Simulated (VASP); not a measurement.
Au, 2 atoms in the cell. Symmetry: P6_3/mmc, No. 194, hexagonal system. The conventional cell has a = 2.837 Å, b = 2.837 Å, c = 4.762 Å, α = 90.00°, β = 90.00°, γ = 120.00°. Within 3.7 Å of Au (site symmetry -6m2) lie 12 Au at 2.84 to 2.89 Å. This isn't the form of Au at room conditions, which is fcc.

| Item | Value |
| --- | --- |
| Program | VASP 6.6.1 |
| Task | single point |
| Functional | LDA |
| Potentials or basis | VASP PAW LDA potentials, release 64 (Au) |
| Cutoff | 500 eV |
| k mesh | 15 × 15 × 8 |
| Occupations | fermi-dirac, width 0.08 eV |
| Spin | no spin polarisation |
| Dipole correction | no |
| Further INCAR settings | ALGO = Normal; EDIFF = 1e-06; NBANDS = 18 |

Potentials or basis: VASP PAW LDA potentials, release 64 (Au).

Run with:

```console
$ cat potpaw_LDA.64/Au/POTCAR > POTCAR
$ mpirun -np 1 vasp_std > vasp.out
```

Hardware: 1 thread of Intel(R) Xeon(R) 6975P-C (Granite Rapids), with other jobs on the host.

Task: How long does it take, and how much memory?

Result: It took 47 s on 1 thread of Intel(R) Xeon(R) 6975P-C (Granite Rapids) (shared host), peak memory 0.18 GiB. Counts: scf iterations 11, k points 135.
